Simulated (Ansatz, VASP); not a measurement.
CuOs2 in VASP and in Ansatz

Contents of INCAR:

```
PREC = Accurate
ENCUT = 600
EDIFF = 1E-7
ISMEAR = 0
SIGMA = 0.1
LREAL = F
LASPH = T
NELM = 120
ALGO = Normal
ISIF = 3
LWAVE = F
LCHARG = F
GGA = PE
IBRION = 2
NSW = 90
EDIFFG = -0.04
GGA_COMPAT = F
NELMIN = 4
```

File KPOINTS:

```
regular mesh
0
Gamma
  6 6 4
```

File POSCAR:

```
CuOs2
1.0
    3.6287007853      0.0000000000      0.0000000000
    0.0000000000      3.6287007853      0.0000000000
    0.0000000000      0.0000000000      5.5366774758
Cu Os
2 4
Direct
    0.0000000000      0.5000000000      0.7000000000
    0.5000000000      0.0000000000      0.3000000000
    0.0000000000      0.0000000000      0.0000000000
    0.5000000000      0.5000000000      0.0000000000
    0.0000000000      0.5000000000      0.2700000000
    0.5000000000      0.0000000000      0.7300000000
```

Input for Ansatz:

```yaml
crystal:
  lattice:
    - [3.6287007853, 0.0, 0.0]
    - [0.0, 3.6287007853, 0.0]
    - [0.0, 0.0, 5.5366774758]
  atoms:
    - { symbol: Cu, position: [0.0, 0.5, 0.7] }
    - { symbol: Cu, position: [0.5, 0.0, 0.3] }
    - { symbol: Os, position: [0.0, 0.0, 0.0] }
    - { symbol: Os, position: [0.5, 0.5, 0.0] }
    - { symbol: Os, position: [0.0, 0.5, 0.27] }
    - { symbol: Os, position: [0.5, 0.0, 0.73] }
basis:
  ecutwfc: 420
kpoints:
  mp_grid: { grid: [6, 6, 4] }
hamiltonian:
  xc: pbe
scf:
  occupations: { method: gaussian, width: 0.1 }
  lower_state_search: "off"
output:
  forces: true
  stress: true
  eigenvalues: true
relax:
  adjacent_minimum: "off"
  f_tol: 0.04
  max_steps: 70
  cell: { stress_tol: 0.4 }
```

Alike in both runs: task relaxation of cell and atoms; functional PBE; k mesh 6 × 6 × 4; occupations gaussian, width 0.1 eV; no spin polarisation.

|  | VASP | Ansatz |
| --- | --- | --- |
| version | VASP 6.6.1 | Ansatz 0.2.0 |
| potentials or method | VASP PAW PBE potentials, release 64 (Cu, Os), cutoff 600 eV | scalar-relativistic, plane waves, PAW |
| valence electrons in the cell | 54 | 102 |

Ansatz gave:

- gap on the k mesh at the Fermi level, each at its own relaxed structure (eV): none
- relaxed volume (Å³/atom): 14.49
- relaxed cell length with the largest relative difference (Å): 3.728

Task: Estimate VASP's values.

Result: gap on the k mesh at the Fermi level, each at its own relaxed structure (eV): none; relaxed volume (Å³/atom): 14.51; relaxed cell length with the largest relative difference (Å): 3.731.

A gap of «none» marks a metal or a gap that the smearing closes. VASP's potentials hold 54 valence electrons a cell and Ansatz's 102, so a difference there can come from the potentials and not from the codes.

Neither program's run includes spin-orbit coupling. Noted on VASP's run: the volume moved by over 15 % at a fixed basis, so the end points are rough.
